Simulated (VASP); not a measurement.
# ScAl3 (Pm-3m) in VASP: notebook, part 2 of 2

VASP 6.6.1. The steps go on from the part before.

**5. Single point, r2SCAN**

POSCAR reads:

```
ScAl3
1.0
    4.0878065700      0.0000000000      0.0000000000
    0.0000000000      4.0878065700      0.0000000000
    0.0000000000      0.0000000000      4.0878065700
Sc Al
1 3
Direct
    0.0000000000      0.0000000000      0.0000000000
    0.5000000000      0.5000000000      0.0000000000
    0.0000000000      0.5000000000      0.5000000000
    0.5000000000      0.0000000000      0.5000000000
```

INCAR.step1 reads:

```
PREC = Accurate ; ENCUT = 520
ISMEAR = -1 ; SIGMA = 0.05
LREAL = False ; LASPH = True
NELM = 60 ; NBANDS = 18
GGA = PE ; ALGO = Normal
EDIFF = 1E-4 ; LWAVE = True
LCHARG = False
```

INCAR.step2 reads:

```
PREC = Accurate ; ENCUT = 520
EDIFF = 1E-7 ; ISMEAR = -1
SIGMA = 0.05 ; LREAL = False
LASPH = True ; NELM = 60
ALGO = Normal ; ISIF = 2
LWAVE = False ; LCHARG = False
METAGGA = R2SCAN ; LMIXTAU = True
NBANDS = 18 ; ISTART = 1
```

KPOINTS reads:

```
regular mesh
0
Gamma
  9 9 9
```

Potentials or basis: VASP PAW PBE potentials, release 64 (Sc_sv, Al).

Command:

```console
> cat potpaw_PBE.64/Sc_sv/POTCAR potpaw_PBE.64/Al/POTCAR > POTCAR
> cp INCAR.step1 INCAR
> mpirun -np 1 vasp_std > vasp.out
> cp INCAR.step2 INCAR
> mpirun -np 1 vasp_std > vasp.out
```

OUTCAR:

```text
PREC = Accurate
   ENCUT = 520
   EDIFF = 1E-7
   ISMEAR = -1
   LREAL = False
   LASPH = True
   NELM = 60
   ISIF = 2
   METAGGA = R2SCAN
   ISTART = 1

 ion  position               nearest neighbor table
   1  0.000  0.000  0.000-   2 2.89   3 2.89   4 2.89   3 2.89   4 2.89   2 2.89   3 2.89   3 2.89
                             2 2.89   4 2.89   4 2.89   2 2.89
   2  0.500  0.500  0.000-   1 2.89   3 2.89   4 2.89   3 2.89   4 2.89   1 2.89   4 2.89   4 2.89
                             1 2.89   3 2.89   3 2.89   1 2.89
   3  0.000  0.500  0.500-   1 2.89   2 2.89   4 2.89   1 2.89   2 2.89   1 2.89   4 2.89   1 2.89
                             2 2.89   4 2.89   2 2.89   4 2.89
   4  0.500  0.000  0.500-   1 2.89   2 2.89   3 2.89   1 2.89   2 2.89   2 2.89   3 2.89   2 2.89
                             1 2.89   3 2.89   1 2.89   3 2.89

  LATTYP: Found a simple cubic cell.
 ALAT       =     4.0878065700

  Lattice vectors:

 A1 = (   4.0878065700,   0.0000000000,   0.0000000000)
 A2 = (   0.0000000000,   4.0878065700,   0.0000000000)
 A3 = (   0.0000000000,   0.0000000000,   4.0878065700)

Analysis of symmetry for initial positions (statically):
=====================================================================
 Subroutine PRICEL returns:
 Original cell was already a primitive cell.

 Routine SETGRP: Setting up the symmetry group for a
 simple cubic supercell.

 Subroutine GETGRP returns: Found 48 space group operations
 (whereof 48 operations were pure point group operations)
 out of a pool of 48 trial point group operations.

The static configuration has the point symmetry O_h .

Analysis of symmetry for dynamics (positions and initial velocities):
=====================================================================
 Subroutine PRICEL returns:
 Original cell was already a primitive cell.

 Routine SETGRP: Setting up the symmetry group for a
 simple cubic supercell.

 Subroutine GETGRP returns: Found 48 space group operations
 (whereof 48 operations were pure point group operations)
 out of a pool of 48 trial point group operations.

The dynamic configuration has the point symmetry O_h .

 Subroutine INISYM returns: Found 48 space group operations
 (whereof 48 operations are pure point group operations),
 and found     1 'primitive' translations

----------------------------------------------------------------------------------------

                                     Primitive cell

  volume of cell :      68.3079

  direct lattice vectors                    reciprocal lattice vectors
     4.087806570  0.000000000  0.000000000     0.244629970  0.000000000  0.000000000
     0.000000000  4.087806570  0.000000000     0.000000000  0.244629970  0.000000000
     0.000000000  0.000000000  4.087806570     0.000000000  0.000000000  0.244629970

  length of vectors
     4.087806570  4.087806570  4.087806570     0.244629970  0.244629970  0.244629970

  position of ions in fractional coordinates (direct lattice)
     0.000000000  0.000000000  0.000000000
     0.500000000  0.500000000  0.000000000
     0.000000000  0.500000000  0.500000000
     0.500000000  0.000000000  0.500000000

  ion indices of the primitive-cell ions
   primitive index   ion index
                 1           1
                 2           2
                 3           3
                 4           4

----------------------------------------------------------------------------------------

 KPOINTS: regular mesh

Automatic generation of k-mesh.
 Grid dimensions read from file:
 generate k-points for:    9    9    9

 Generating k-lattice:

  Cartesian coordinates                     Fractional coordinates (reciprocal lattice)
     0.027181108  0.000000000  0.000000000     0.111111111  0.000000000  0.000000000
     0.000000000  0.027181108  0.000000000     0.000000000  0.111111111  0.000000000
     0.000000000  0.000000000  0.027181108     0.000000000  0.000000000  0.111111111

  Length of vectors
     0.027181108  0.027181108  0.027181108

  Shift w.r.t. Gamma in fractional coordinates (k-lattice)
     0.000000000  0.000000000  0.000000000

 Subroutine IBZKPT returns following result:
 ===========================================

 Found     35 irreducible k-points:

 Following reciprocal coordinates:
            Coordinates               Weight
  0.000000  0.000000  0.000000      1.000000
  0.111111  0.000000  0.000000      6.000000
  0.222222  0.000000  0.000000      6.000000
  0.333333  0.000000  0.000000      6.000000
  0.444444  0.000000  0.000000      6.000000
  0.111111  0.111111  0.000000     12.000000
[... 16 lines left out ...]
  0.333333  0.333333  0.111111     24.000000
  0.444444  0.333333  0.111111     48.000000
 [... further k-points ...]
   k-points           NKPTS =     35   k-points in BZ     NKDIM =     35   number of bands    NBANDS=     18
   number of dos      NEDOS =    301   number of ions     NIONS =      4
   total plane-waves  NPLWV =  27000
   dimension x,y,z NGX =    30 NGY =   30 NGZ =   30
   dimension x,y,z NGXF=    60 NGYF=   60 NGZF=   60
   ions per type =               1   3
   NGX,Y,Z   is equivalent  to a cutoff of  12.20, 12.20, 12.20 a.u.
   NGXF,Y,Z  is equivalent  to a cutoff of  24.40, 24.40, 24.40 a.u.
 SYSTEM =  unknown system
   PREC   = accura    normal or accurate (medium, high low for compatibility)
   ISTART =      1    job   : 0-new  1-cont  2-samecut
   ICHARG =      0    charge: 1-file 2-atom 10-const
   ISPIN  =      1    spin polarized calculation?
   LNONCOLLINEAR =      F non collinear calculations
   LSORBIT =      F    spin-orbit coupling
   LASPH  =      T    aspherical Exc in radial PAW
   ENCUT  =  520.0 eV  38.22 Ry    6.18 a.u.   7.60  7.60  7.60*2*pi/ulx,y,z
   NELM   =     60;   NELMIN=  2; NELMDL=  0     # of ELM steps
   EDIFF  = 0.1E-06   stopping-criterion for ELM
   LREAL  =      F    real-space projection
   EDIFFG = 0.1E-05   stopping-criterion for IOM
   NSW    =      0    number of steps for IOM
   IBRION =     -1    ionic relax: 0-MD 1-quasi-New 2-CG
   NFREE  =      0    steps in history (QN), initial steepest desc. (CG)
   ISIF   =      2    stress and relaxation
   ISYM   =      2    0-nonsym 1-usesym 2-fastsym
   POTIM  = 0.5000    time-step for ionic-motion
   TEBEG  =    0.0;   TEEND  =   0.0 temperature during run
   PSTRESS=    0.0 pullay stress
   NELECT =      20.0000    total number of electrons
   NUPDOWN=      -1.0000    fix difference up-down
   EMIN   =  10.00;   EMAX   =-10.00  energy-range for DOS
   EFERMI =   0.00;   METHOD = LEGACY
   ISMEAR =    -1;   SIGMA  =   0.05  broadening in eV -4-tet -1-fermi 0-gaus
   EFERMI_NEDOS =   21; number of points for ismear=-14 and -15
   IALGO  =     38    algorithm
   IMIX   =      4    mixing-type and parameters
     AMIX     =   0.40;   BMIX     =  1.00
     AMIX_MAG =   1.60;   BMIX_MAG =  1.00
  volume/ion in A,a.u.               =      17.08       115.24
  Fermi-wavevector in a.u.,A,eV,Ry     =   1.087079  2.054282 16.078563  1.181741
  Thomas-Fermi vector in A             =   2.223230
   LORBIT       =      0    0 simple, 1 ext, 2 COOP (PROOUT), +10 PAW based schemes
   METAGGA = R2SCAN    functional components
   LHFCALC =     F    Hartree Fock is set to
   AEXX    =    0.0000 exact exchange contribution
   IVDW    =     0    specifies the selected vdW correction
   LEPSILON=     F    determine dielectric tensor
   LRPA    =     F    only Hartree local field effects (RPA)
 non-spin polarized calculation
  energy-cutoff  :      520.00
  volume of cell :       68.31
 maximum number of plane-waves:      1853
   NGX = 15   NGY = 15   NGZ = 15

 number of electron      19.9999996 magnetization

 Free energy of the ion-electron system (eV)
  ---------------------------------------------------
  ext. energy  EPLUGINS =         0.00000000
  ---------------------------------------------------
  free energy    TOTEN  =       -33.50807322 eV

  energy without entropy =      -33.49304464  energy(sigma->0) =      -33.50055893

 E-fermi :   7.3233     XC(G=0): -11.1236

 val. band max:        7.1333904426   @ k =   0.4444   0.1111   0.1111
 cond. band min:       7.3244238176   @ k =   0.2222   0.1111   0.1111
 fundamental gap:      0.1910333750
 Fermi energy:         7.3232554117

 k-point     1 :       0.0000    0.0000    0.0000
  band No.  band energies     occupation
      1     -43.7739      2.00000
      2     -21.5123      2.00000
      3     -21.5123      2.00000
      4     -21.5123      2.00000
      5      -3.3348      2.00000
      6       4.5925      2.00000
[... 481 lines left out ...]
      5      -0.5701      2.00000
      6       0.8634      2.00000
[... 10 lines left out ...]
     17      12.3879      0.00000
     18      13.5073      0.00000

 [... further k-points ...]
[... 5 lines left out ...]
  --------------------------------------------------------------------------------------
  -------------------------------------------------------------------------------------
  Total       -0.0432702     -0.0432702     -0.0432702      0.0000000      0.0000000      0.0000000
  in kB       -1.0149122     -1.0149122     -1.0149122      0.0000000      0.0000000      0.0000000
  external PRESSURE =      -1.0149122 kB  Pullay stress =       0.0000000 kB

 VOLUME and BASIS-vectors are now :
 -----------------------------------------------------------------------------
  energy-cutoff  :      520.00
  volume of cell :       68.31
      direct lattice vectors                 reciprocal lattice vectors
     4.087806570  0.000000000  0.000000000     0.244629970  0.000000000  0.000000000
     0.000000000  4.087806570  0.000000000     0.000000000  0.244629970  0.000000000
     0.000000000  0.000000000  4.087806570     0.000000000  0.000000000  0.244629970

 POSITION                                       TOTAL-FORCE (eV/Angst)
 -----------------------------------------------------------------------------------
      0.00000      0.00000      0.00000         0.000000      0.000000      0.000000
      2.04390      2.04390      0.00000         0.000000      0.000000      0.000000
      0.00000      2.04390      2.04390         0.000000      0.000000      0.000000
      2.04390      0.00000      2.04390         0.000000      0.000000      0.000000
 -----------------------------------------------------------------------------------
    total drift:                                0.000000     -0.000000      0.000000

  FREE ENERGIE OF THE ION-ELECTRON SYSTEM (eV)
  ---------------------------------------------------
  free  energy   TOTEN  =       -33.5080732187 eV

  energy  without entropy=      -33.4930446378  energy(sigma->0) =      -33.50055893
```

Run time: 69 s. Hardware: 1 thread of Intel Xeon 6975P-C (Granite Rapids), shared host; peak memory 0.19 GiB.

What came out:

```
Free energy            : -33.5081 eV
Pressure               : -0.1 GPa
Band gap on the k mesh : zero (band 10 reaches 8.29 eV, above the bottom of band 11 at 4.24 eV)
```

Caveat: the PAW data sets were made with another functional, which shifts forces and pressure a little.

**6. The runs side by side**

```tsv
level	k mesh	grid for exact exchange (PRECFOCK)	gap on the mesh (eV)	pressure (GPa)
r2SCAN0	4 × 4 × 4	Normal	none	-0.8
r2SCAN	6 × 6 × 6	-	none	-0.2
r2SCAN	7 × 7 × 7	-	none	-0.2
r2SCAN	9 × 9 × 9	-	none	-0.1
```

Alike in all rows: task single point; potentials or basis VASP PAW PBE potentials, release 64 (Sc_sv, Al); no spin polarisation; cell as given; cutoff (eV) 520; smearing fermi-dirac 0.05 eV.

Caveats: some runs use coarse meshes; the PAW data sets were made with another functional, which shifts forces and pressure a little.

Absolute energies hang on the potentials; compare differences alone.
